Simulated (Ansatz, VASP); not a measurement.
MnS in VASP and in Ansatz

```
CELL_PARAMETERS angstrom
0.00000 2.43448 2.43448
2.43448 0.00000 2.43448
2.43448 2.43448 0.00000
ATOMIC_POSITIONS crystal
Mn 0.00000 0.00000 0.00000
S 0.75000 0.75000 0.75000
```

Alike in both runs: functional LDA; k mesh 14 × 14 × 14; occupations gaussian, width 0.2 eV; collinear spin.

Ansatz relaxed the structure, and its values are those at the end. VASP's run is a single point on that final structure, the one shown.

```csv
,VASP,Ansatz
version,VASP 6.6.1,Ansatz 0.2.0
potentials or method,"VASP PAW LDA potentials, release 64 (Mn_pv, S), cutoff 520 eV","scalar-relativistic, plane waves, PAW"
valence electrons in the cell,19,21
```

Ansatz gave:

| Item | Value |
| --- | --- |
| gap on the k mesh at the Fermi level (eV) | none |
| pressure (GPa) | 0.0 |
| net moment per atom (μB) | 0.00 |

**Question.** What did VASP give for the same quantities?

**Answer.** gap on the k mesh at the Fermi level (eV): none; pressure (GPa): 0.4; net moment per atom (μB): 0.00.

LDA's correlation is that of Perdew and Zunger in VASP and of Perdew and Wang (1992) in Ansatz. A gap of «none» marks a metal or a gap that the smearing closes. VASP's potentials hold 19 valence electrons a cell and Ansatz's 21, so a difference there can come from the potentials and not from the codes. Ansatz's warnings: seeded moment not kept.
